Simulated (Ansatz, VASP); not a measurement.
# TiBMoC2 in VASP and in Ansatz

```
Ti B Mo C
1.0
     2.97382    0.00000    0.00000
    -1.48691    2.57541    0.00000
     0.00000    0.00000    6.69715
Ti B Mo C
1 1 1 2
Direct
  0.66667 0.33333 0.21067
  0.33333 0.66667 0.91677
  0.00000 0.00000 0.63883
  0.00000 0.00000 0.35382
  0.66667 0.33333 0.87991
```

Change from the starting cell: species swapped into the SrLiAlSb2 type (P3m1, No. 156).

Alike in both runs: functional PBE; k mesh 12 × 12 × 6; occupations gaussian, width 0.1 eV; no spin polarisation.

Ansatz relaxed the structure, and its values are those at the end. VASP's run is a single point on that final structure, the one shown.

```csv
,VASP,Ansatz
version,VASP 6.6.1,Ansatz 0.2.0
potentials or method,"VASP PAW PBE potentials, release 64 (Ti_sv, B, Mo_sv, C), cutoff 520 eV","scalar-relativistic, plane waves, PAW"
valence electrons in the cell,37,37
```

Ansatz gave:

```
gap on the k mesh at the Fermi level (eV) : none
pressure (GPa)                            : 0.0
rms of the force components (eV/Å)        : 0.002
```

Estimate VASP's values.

gap on the k mesh at the Fermi level (eV): none; pressure (GPa): 0.2; rms of the force components (eV/Å): 0.009.

A gap of «none» marks a metal or a gap that the smearing closes. With one functional, cell and mesh, what is left measures potentials, basis and numerics.
